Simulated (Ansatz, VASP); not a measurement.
# Two plane-wave programs on Ni3Hg

Contents of INCAR:

```
PREC = Accurate
ENCUT = 520
EDIFF = 1E-6
ISMEAR = -1
SIGMA = 0.1
LREAL = False
LASPH = True
NELM = 150
ALGO = Normal
ISIF = 2
LWAVE = False
LCHARG = True
ISPIN = 2
MAGMOM = 2 2 2 0
LORBIT = 11
LMAXMIX = 4
GGA = PS
LELF = True
LVHAR = True
NBANDS = 33
```

KPOINTS

```
Automatic mesh
0
Gamma
  6 6 6
```

POSCAR

```
Ni3Hg
1.0
    3.7449110000      0.0000000000      0.0000000000
    0.0000000000      3.7449110000      0.0000000000
    0.0000000000      0.0000000000      3.7449110000
Ni Hg
3 1
Direct
   -0.0026702904      0.5000000000      0.5000000000
    0.5000000000      0.0000000000      0.5000000000
    0.5000000000      0.5000000000      0.0000000000
    0.0000000000      0.0000000000      0.0000000000
```

Input for Ansatz:

```yaml
crystal:
  lattice:
    - [3.744911, 0.0, 0.0]
    - [0.0, 3.744911, 0.0]
    - [0.0, 0.0, 3.744911]
  atoms:
    - { symbol: Ni, position: [-0.0026702904287979074, 0.5, 0.5] }
    - { symbol: Ni, position: [0.5, 0.0, 0.5] }
    - { symbol: Ni, position: [0.5, 0.5, 0.0] }
    - { symbol: Hg, position: [0.0, 0.0, 0.0] }
kpoints:
  mp_grid:
    grid: [6, 6, 6]
hamiltonian:
  xc: pbesol
magnetization:
  spin_polarized: true
  per_species:
    Ni: 2.0
scf:
  occupations:
    method: fermi_dirac
output:
  forces: true
```

Alike in both runs: task single point; functional PBEsol; k mesh 6 × 6 × 6; collinear spin.

```csv
,VASP,Ansatz
version,VASP 6.6.1,Ansatz 0.2.0
potentials or method,"VASP PAW PBE potentials, release 64 (Ni, Hg)","plane waves, PAW"
plane-wave cutoff (eV),520,420
occupations,"fermi-dirac, width 0.1 eV",fermi-dirac
valence electrons in the cell,42,74
```

|  | VASP | Ansatz | Ansatz less VASP |
| --- | --- | --- | --- |
| rms of the force components (eV/Å) | 0.009 | 0.009 | +0.0002 |
| net moment per atom (μB) | 0.26 | 0.27 | +0.008 |
| size of the moment on the site where the two differ most (μB) | 0.36 | 0.38 | +0.019 |

VASP's potentials were made for PBE, not for PBEsol. Site moments also hang on the region over which each program counts them. Atom by atom the forces differ by 0.000 eV/Å (rms over components). VASP's potentials hold 42 valence electrons a cell and Ansatz's 74, so a difference there can come from the potentials and not from the codes.

Neither program's run includes spin-orbit coupling.
